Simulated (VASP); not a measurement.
Here is a VASP 6.6.1 calculation.

File INCAR:

```
PREC     = Accurate       # precision mode
ENCUT    = 520            # plane-wave cutoff, eV
EDIFF    = 1E-6           # SCF threshold, eV
ISMEAR   = 1              # smearing method
SIGMA    = 0.0415         # smearing width, eV
LREAL    = False          # projectors in reciprocal space
LASPH    = True           # aspherical terms in the spheres
NELM     = 100            # most SCF steps
ALGO     = Normal         # electronic algorithm
ISIF     = 2              # what is computed and relaxed
LWAVE    = False          # write WAVECAR
LCHARG   = False          # write CHGCAR
GGA      = CA             # functional
NBANDS   = 57             # bands
```

Contents of KPOINTS:

```
regular mesh
0
Gamma
  5 5 2
```

File POSCAR:

```
AgBiSCl2
1.0
    3.9309510000      0.0000000000      0.0000000000
    1.9654750000     -6.7868540000      0.0000000000
    0.0000000000      0.0000000000     -8.7350060000
Cl Bi Ag S
4 2 2 2
Direct
    0.3437800000      0.3124400000      0.4378500000
    0.6562200000      0.6875600000      0.9378500000
    0.6562200000      0.6875600000      0.5621500000
    0.3437800000      0.3124400000      0.0621500000
    0.2915200000      0.4169600000      0.7500000000
    0.7084800000      0.5830400000      0.2500000000
    0.0000000000      0.0000000000      0.5000000000
    0.0000000000      0.0000000000      0.0000000000
    0.9190300000      0.1619400000      0.7500000000
    0.0809700000      0.8380600000      0.2500000000
```

Potentials or basis: VASP PAW LDA potentials, release 64 (Cl, Bi_d, Ag, S).

Launch:

```console
$ cat potpaw_LDA.64/Cl/POTCAR potpaw_LDA.64/Bi_d/POTCAR potpaw_LDA.64/Ag/POTCAR potpaw_LDA.64/S/POTCAR > POTCAR
$ mpirun -np 1 vasp_std > vasp.out
```

Question: What does it give for the band gap on the k mesh?

Answer: 1.04 eV.

Question: What does it give for the pressure?

Answer: -1.8 GPa.

Question: What does it give for the largest force?

Answer: 0.609 eV/Å.

Stress tensor (GPa, compression positive):
```
-0.55  0.00  0.00
 0.00 -1.31  0.00
 0.00  0.00 -3.46
```

Caveat: spin-orbit coupling is left out, which moves the levels of the heavy elements. A k mesh can miss the band edges.
